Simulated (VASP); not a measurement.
A run of VASP 6.6.1:

The input INCAR:

```
PREC = Accurate
ENCUT = 500
EDIFF = 1E-7
ISMEAR = 0
SIGMA = 0.02
LREAL = False
LASPH = True
NELM = 120
ALGO = Normal
ISIF = 4
LWAVE = False
LCHARG = False
GGA = PE
IBRION = 2
NSW = 50
EDIFFG = -0.01
GGA_COMPAT = False
NELMIN = 4
```

Contents of KPOINTS:

```
Automatic mesh
0
Gamma
  6 6 6
```

The input POSCAR:

```
BaTe
1.0
    4.7593308058      0.0000000000      0.0000000000
   -2.3796654029      4.1217013829      0.0000000000
    0.0000000000      0.0000000000      4.3654146829
Ba Te
1 1
Direct
    0.3333333333      0.6666666667      0.0000000000
    0.6666666667      0.3333333333      0.5000000000
```

Potentials or basis: VASP PAW PBE potentials, release 64 (Ba_sv, Te).

Run with:

```sh
$ cat potpaw_PBE.64/Ba_sv/POTCAR potpaw_PBE.64/Te/POTCAR > POTCAR
$ mpirun -np 1 vasp_std > vasp.out
```

Hardware: 1 thread of AMD EPYC 9R45 96-Core Processor (Zen 5), on a shared host.

How long does it take, and how much memory?

Wall time 25 s on 1 thread of AMD EPYC 9R45 96-Core Processor (Zen 5), with other jobs on the host, peak memory 0.18 GiB. Counts: scf iterations 28, k points 28, ion steps 3.
